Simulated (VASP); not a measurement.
# MgS (I-4m2) in VASP: notebook

MgS is run at these levels: LDA; tasks: single point.

Program: VASP 6.6.1. These are calculated values, not measurements. Logs are shortened: lines on timing, memory, paths and dates and some standing lists are left out, and cuts for length are marked.

## 1. The cell of the first run

It takes space group I-4m2 (No. 119, tetragonal). Conventional cell: a = 4.067 Å, b = 4.067 Å, c = 5.496 Å, α = 90.00°, β = 90.00°, γ = 90.00°. Within 3.2 Å of Mg (site symmetry -4m2) lie 4 S at 2.45 Å. S (site symmetry -4m2) has 4 Mg at 2.45 Å within 3.2 Å.

## 2. Single point, LDA

Contents of INCAR:

```
ALGO = Normal
EDIFF = 1E-6
ENCUT = 600
GGA_COMPAT = F
ISIF = 2
ISMEAR = 0
ISYM = 0
LASPH = T
LCHARG = F
LREAL = F
LWAVE = F
NBANDS = 11
NELM = 120
PREC = Accurate
SIGMA = 0.05
```

Contents of KPOINTS:

```
Automatic mesh
0
Gamma
  8 8 8
  0.5 0.5 0.5
```

Contents of POSCAR:

```
MgS
1.0
    0.0000000000      2.8756168475      2.7481264454
    2.8756168475      0.0000000000      2.7481264454
    2.8756168475      2.8756168475      0.0000000000
Mg S
1 1
Direct
    0.0000000000      0.0000000000      0.0000000000
    0.7500000000      0.7500000000      0.7500000000
```

Potentials or basis: VASP PAW LDA potentials, release 64 (Mg, S).

The run is started by

```console
$ cat potpaw_LDA.64/Mg/POTCAR potpaw_LDA.64/S/POTCAR > POTCAR
$ mpirun -np 1 vasp_std > vasp.out
```

OUTCAR:

```text
EDIFF = 1E-6
   ENCUT = 600
   ISIF = 2
   ISMEAR = 0
   ISYM = 0
   LASPH = T
   LREAL = F
   NELM = 120
   PREC = Accurate

 ion  position               nearest neighbor table
   1  0.000  0.000  0.000-   2 2.45   2 2.45   2 2.45   2 2.45
   2  0.750  0.750  0.750-   1 2.45   1 2.45   1 2.45   1 2.45

IMPORTANT INFORMATION: All symmetrisations will be switched off!
NOSYMM: (Re-)initialisation of all symmetry stuff for point group C_1.

----------------------------------------------------------------------------------------

                                     Primitive cell

  volume of cell :      45.4495

  direct lattice vectors                    reciprocal lattice vectors
     0.000000000  2.875616847  2.748126445    -0.173875737  0.173875737  0.181942138
     2.875616847  0.000000000  2.748126445     0.173875737 -0.173875737  0.181942138
     2.875616847  2.875616847  0.000000000     0.173875737  0.173875737 -0.181942138

  length of vectors
     3.977608731  3.977608731  4.066736346     0.305889662  0.305889662  0.305889662

  position of ions in fractional coordinates (direct lattice)
     0.000000000  0.000000000  0.000000000
     0.750000000  0.750000000  0.750000000

  ion indices of the primitive-cell ions
   primitive index   ion index
                 1           1
                 2           2

----------------------------------------------------------------------------------------

 KPOINTS: Automatic mesh

Automatic generation of k-mesh.
 Grid dimensions read from file:
 generate k-points for:    8    8    8

 Generating k-lattice:

  Cartesian coordinates                     Fractional coordinates (reciprocal lattice)
    -0.021734467  0.021734467  0.022742767     0.125000000  0.000000000  0.000000000
     0.021734467 -0.021734467  0.022742767     0.000000000  0.125000000  0.000000000
     0.021734467  0.021734467 -0.022742767    -0.000000000 -0.000000000  0.125000000

  Length of vectors
     0.038236208  0.038236208  0.038236208

  Shift w.r.t. Gamma in fractional coordinates (k-lattice)
     0.500000000  0.500000000  0.500000000

 Subroutine IBZKPT returns following result:
 ===========================================

 Found   1024 irreducible k-points:

 Following reciprocal coordinates:
            Coordinates               Weight
[... 48 lines left out ...]
   NFREE  =      0    steps in history (QN), initial steepest desc. (CG)
   ISIF   =      2    stress and relaxation
   ISYM   =      0    0-nonsym 1-usesym 2-fastsym
   POTIM  = 0.5000    time-step for ionic-motion
   TEBEG  =    0.0;   TEEND  =   0.0 temperature during run
   PSTRESS=    0.0 pullay stress
   NELECT =       8.0000    total number of electrons
   NUPDOWN=      -1.0000    fix difference up-down
   EMIN   =  10.00;   EMAX   =-10.00  energy-range for DOS
   EFERMI =   0.00;   METHOD = LEGACY
   ISMEAR =     0;   SIGMA  =   0.05  broadening in eV -4-tet -1-fermi 0-gaus
   EFERMI_NEDOS =   21; number of points for ismear=-14 and -15
   IALGO  =     38    algorithm
   IMIX   =      4    mixing-type and parameters
     AMIX     =   0.40;   BMIX     =  1.00
     AMIX_MAG =   1.60;   BMIX_MAG =  1.00
  volume/ion in A,a.u.               =      22.72       153.35
  Fermi-wavevector in a.u.,A,eV,Ry     =   0.917477  1.733780 11.452898  0.841764
  Thomas-Fermi vector in A             =   2.042450
   LORBIT       =      0    0 simple, 1 ext, 2 COOP (PROOUT), +10 PAW based schemes
   GGA     = CA    functional components
   LHFCALC =     F    Hartree Fock is set to
   AEXX    =    0.0000 exact exchange contribution
   IVDW    =     0    specifies the selected vdW correction
   LEPSILON=     F    determine dielectric tensor
   LRPA    =     F    only Hartree local field effects (RPA)
 non-spin polarized calculation
 Gauss-broadening in eV      SIGMA  =   0.05
  energy-cutoff  :      600.00
  volume of cell :       45.45
 maximum number of plane-waves:      1536
   NGX = 15   NGY = 15   NGZ = 17

 number of electron       8.0000000 magnetization

 Free energy of the ion-electron system (eV)
  ---------------------------------------------------
  ext. energy  EPLUGINS =         0.00000000
  ---------------------------------------------------
  free energy    TOTEN  =        -9.37509973 eV

  energy without entropy =       -9.37509973  energy(sigma->0) =       -9.37509973

 E-fermi :   1.1976     XC(G=0):  -8.7564

 val. band max:        0.9207552485   @ k =   0.0000   0.0000  -0.0625
 cond. band min:       4.2738198630   @ k =   0.0625   0.0000   0.0000
 fundamental gap:      3.3530646145
 Fermi energy:         1.1975667898

 k-point     1 :       0.0625    0.0625    0.0625
  band No.  band energies     occupation
      1     -10.3228      2.00000
      2       0.6681      2.00000
      3       0.8346      2.00000
      4       0.9208      2.00000
      5       4.2738      0.00000
      6       8.5869      0.00000
      7       8.6943      0.00000
      8       8.7264      0.00000
      9      11.1031      0.00000
     10      11.7592      0.00000
     11      14.0876      0.00000
[... 309 lines left out ...]
 k-point    24 :       0.3750    0.4375    0.3750
  band No.  band energies     occupation
      1      -9.7161      2.00000
      2      -2.0481      2.00000
      3       0.3505      2.00000
      4       0.6722      2.00000
      5       5.9086      0.00000
      6       8.1073      0.00000
      7       8.7237      0.00000
      8       9.1582      0.00000
      9      12.1642      0.00000
     10      12.9242      0.00000
     11      13.7330      0.00000

 [... further k-points ...]

------------------------ aborting loop because EDIFF is reached ----------------------------------------

  FORCE on cell =-STRESS in cart. coord.  units (eV):
  Direction    XX          YY          ZZ          XY          YZ          ZX
  --------------------------------------------------------------------------------------
  -------------------------------------------------------------------------------------
  Total       -0.8003107     -0.8003099     -0.5558021     -0.0000002     -0.0000008     -0.0000004
  in kB      -28.2124264    -28.2123992    -19.5930494     -0.0000059     -0.0000283     -0.0000151
  external PRESSURE =     -25.3392917 kB  Pullay stress =       0.0000000 kB

 VOLUME and BASIS-vectors are now :
 -----------------------------------------------------------------------------
  energy-cutoff  :      600.00
  volume of cell :       45.45
      direct lattice vectors                 reciprocal lattice vectors
     0.000000000  2.875616847  2.748126445    -0.173875737  0.173875737  0.181942138
     2.875616847  0.000000000  2.748126445     0.173875737 -0.173875737  0.181942138
     2.875616847  2.875616847  0.000000000     0.173875737  0.173875737 -0.181942138

 POSITION                                       TOTAL-FORCE (eV/Angst)
 -----------------------------------------------------------------------------------
      0.00000      0.00000      0.00000        -0.000000      0.000000     -0.000000
      4.31343      4.31343      4.12219         0.000000     -0.000000      0.000000
 -----------------------------------------------------------------------------------
    total drift:                                0.000001     -0.000001      0.000000

  FREE ENERGIE OF THE ION-ELECTRON SYSTEM (eV)
  ---------------------------------------------------
  free  energy   TOTEN  =        -9.3750997316 eV

  energy  without entropy=       -9.3750997316  energy(sigma->0) =       -9.37509973
```

OSZICAR:

```text
N       E                     dE             d eps       ncg     rms          rms(c)
DAV:   1     0.256333466348E+02    0.25633E+02   -0.36837E+03 22816   0.647E+02
DAV:   2    -0.778612130364E+01   -0.33419E+02   -0.31872E+02 27456   0.103E+02
DAV:   3    -0.991907785096E+01   -0.21330E+01   -0.21291E+01 27955   0.282E+01
DAV:   4    -0.993676342046E+01   -0.17686E-01   -0.17684E-01 27463   0.307E+00
DAV:   5    -0.993696342878E+01   -0.20001E-03   -0.20001E-03 28676   0.324E-01    0.402E+00
DAV:   6    -0.943077620887E+01    0.50619E+00   -0.12879E+00 25653   0.410E+00    0.298E+00
DAV:   7    -0.938020406629E+01    0.50572E-01   -0.22858E-01 27751   0.185E+00    0.222E+00
DAV:   8    -0.937611070522E+01    0.40934E-02   -0.15530E-02 25387   0.721E-01    0.119E+00
DAV:   9    -0.937508167654E+01    0.10290E-02   -0.23665E-03 26614   0.237E-01    0.384E-01
DAV:  10    -0.937510070380E+01   -0.19027E-04   -0.69219E-05 26494   0.449E-02    0.140E-01
DAV:  11    -0.937509983668E+01    0.86711E-06   -0.48473E-05 26773   0.298E-02    0.490E-02
DAV:  12    -0.937509973157E+01    0.10511E-06   -0.10432E-06 17610   0.566E-03
   1 F= -.93750997E+01 E0= -.93750997E+01  d E =-.538501E-17
```

stdout:

```text
POSCAR found type information on POSCAR MgS
 POSCAR found :  2 types and       2 ions
 scaLAPACK will be used
 LDA part: xc-table for (Slater(with rela. corr.)+CA(PZ))
 , standard interpolation
 POSCAR, INCAR and KPOINTS ok, starting setup
 FFT: planning ... GRIDC
 FFT: planning ... GRID_SOFT
 FFT: planning ... GRID
 WAVECAR not read
 entering main loop
```

Run time: 5.2 min. Hardware: 1 thread of Intel Xeon 8259CL, shared host; peak memory 0.72 GiB.

Results:

- Free energy: -9.3751 eV
- Pressure: -2.5 GPa
- Band gap on the k mesh: 3.35 eV

Caveat: a shifted mesh leaves out Γ, where band edges can lie. A k mesh can miss the band edges.

## 3. Single point, LDA

This run uses another cell than the first one, of 23.76 Å³/atom.

Contents of INCAR:

```
SYSTEM = MgS
ALGO = Normal
EDIFF = 1E-6
ENCUT = 600
GGA = CA
GGA_COMPAT = .FALSE.
ISIF = 2
ISMEAR = 0
ISYM = 0
LASPH = .TRUE.
LCHARG = .FALSE.
LREAL = .FALSE.
LWAVE = .FALSE.
NBANDS = 11
NELM = 120
PREC = Accurate
SIGMA = 0.05
```

KPOINTS is that of step 2.

Contents of POSCAR:

```
MgS
1.0
    0.0000000000      2.9181136482      2.7906232461
    2.9181136482      0.0000000000      2.7906232461
    2.9181136482      2.9181136482      0.0000000000
Mg S
1 1
Direct
    0.0000000000      0.0000000000      0.0000000000
    0.7500000000      0.7500000000      0.7500000000
```

Potentials or basis: VASP PAW LDA potentials, release 64 (Mg, S).

The run is started by

```console
$ cat potpaw_LDA.64/Mg/POTCAR potpaw_LDA.64/S/POTCAR > POTCAR
$ mpirun -np 1 vasp_std > vasp.out
```

Wall time 6.3 min (1 thread of Intel Xeon 8259CL, shared host); peak memory 0.74 GiB.

It converged, with:

- Free energy: -9.3284 eV
- Pressure: -4.6 GPa
- Band gap on the k mesh: 3.14 eV

Stress tensor (GPa, compression positive):
```
-4.97  0.00  0.00
 0.00 -4.97  0.00
 0.00  0.00 -4.00
```

Levels at points of the mesh, in eV from the valence-band top:
| k point | band 2 | band 3 | band 4 | band 5 | band 6 | band 7 |
| --- | --- | --- | --- | --- | --- | --- |
| (0.06, 0.06, 0.06) | -0.25 | -0.08 | 0.00 | 3.14 | 7.55 | 7.66 |

Caveat: the cell stands under tension; a shifted mesh leaves out Γ, where band edges can lie. A k mesh can miss the band edges.
